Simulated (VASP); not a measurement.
Set up this calculation in VASP 6.6.1, as the native input.

| Property | Result |
| --- | --- |
| Task | single point |
| Functional | LDA |
| Potentials or basis | VASP PAW LDA potentials, release 64 (Sb) |
| Cutoff | 520 eV |
| k mesh | 12 × 12 × 7 |
| Occupations | fermi-dirac, width 0.03 eV |
| Spin | no spin polarisation |
| Dipole correction | no |
| Further INCAR settings | ALGO = Normal; EDIFF = 1e-07; NBANDS = 12 |

The structure of Sb lies in POSCAR:

```
Sb
1.0
    3.4363801831      0.0000000000      0.0000000000
   -1.7181900916      2.9759925356      0.0000000000
    0.0000000000      0.0000000000      5.3300000000
Sb
2
Direct
    0.3333333333      0.6666666667      0.2500000000
    0.6666666667      0.3333333333      0.7500000000
```

This cell differs from its parent crystal: equal xx and yy strain of +2 %.

One way to write it, as run:

INCAR

```
  PREC = Accurate
  ENCUT = 520
  EDIFF = 1E-7
  ISMEAR = -1
  SIGMA = 0.03
  LREAL = F
  LASPH = T
  NELM = 60
  ALGO = Normal
  ISIF = 2
  LWAVE = F
  LCHARG = F
  GGA = CA
  NBANDS = 12
```

KPOINTS

```
regular mesh
0
Gamma
  12 12 7
```

Potentials or basis: VASP PAW LDA potentials, release 64 (Sb).

Command:

```bash
$ cat potpaw_LDA.64/Sb/POTCAR > POTCAR
$ mpirun -np 1 vasp_std > vasp.out
```

It gave:

```yaml
Pressure: -3.7 GPa
Band_gap_on_the_k_mesh: zero (band 5 reaches 11.82 eV, above the bottom of band 6 at 5.51 eV)
```

Caveat: the cell differs from its parent crystal (equal xx and yy strain of +2 %); spin-orbit coupling is left out, which moves the levels of the heavy elements.

Run time: 22 s on 1 thread of Intel(R) Xeon(R) Platinum 8559C (Emerald Rapids), on a shared host, peak memory 0.17 GiB.
